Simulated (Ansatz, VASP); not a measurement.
NiO: VASP beside Ansatz

```
Ni O
1.0
     5.53067    0.00000    0.00000
     0.00000    5.53067    0.00000
     0.00000    0.00000    2.82178
Ni O
4 4
Direct
  0.14672 0.14672 0.50000
  0.85328 0.85328 0.50000
  0.64672 0.35328 0.00000
  0.35328 0.64672 0.00000
  0.80399 0.19601 0.50000
  0.19601 0.80399 0.50000
  0.69601 0.69601 0.00000
  0.30399 0.30399 0.00000
```

Alike in both runs: functional PBEsol; k mesh 6 × 6 × 12; occupations gaussian, width 0.1 eV; no spin polarisation.

Ansatz relaxed the structure, and its values are those at the end. VASP's run is a single point on that final structure, the one shown.

|  | VASP | Ansatz |
| --- | --- | --- |
| version | VASP 6.6.1 | Ansatz 0.2.0 |
| potentials or method | VASP PAW PBE potentials, release 64 (Ni, O), cutoff 520 eV | scalar-relativistic, plane waves, PAW |
| valence electrons in the cell | 64 | 96 |

|  | VASP | Ansatz | Ansatz less VASP |
| --- | --- | --- | --- |
| gap on the k mesh at the Fermi level (eV) | none | none | - |
| pressure (GPa) | 0.4 | 0.0 | -0.36 |
| rms of the force components (eV/Å) | 0.009 | 0.001 | -0.0076 |

VASP's potentials were made for PBE, not for PBEsol. A gap of «none» marks a metal or a gap that the smearing closes. VASP's potentials hold 64 valence electrons a cell and Ansatz's 96, so a difference there can come from the potentials and not from the codes.
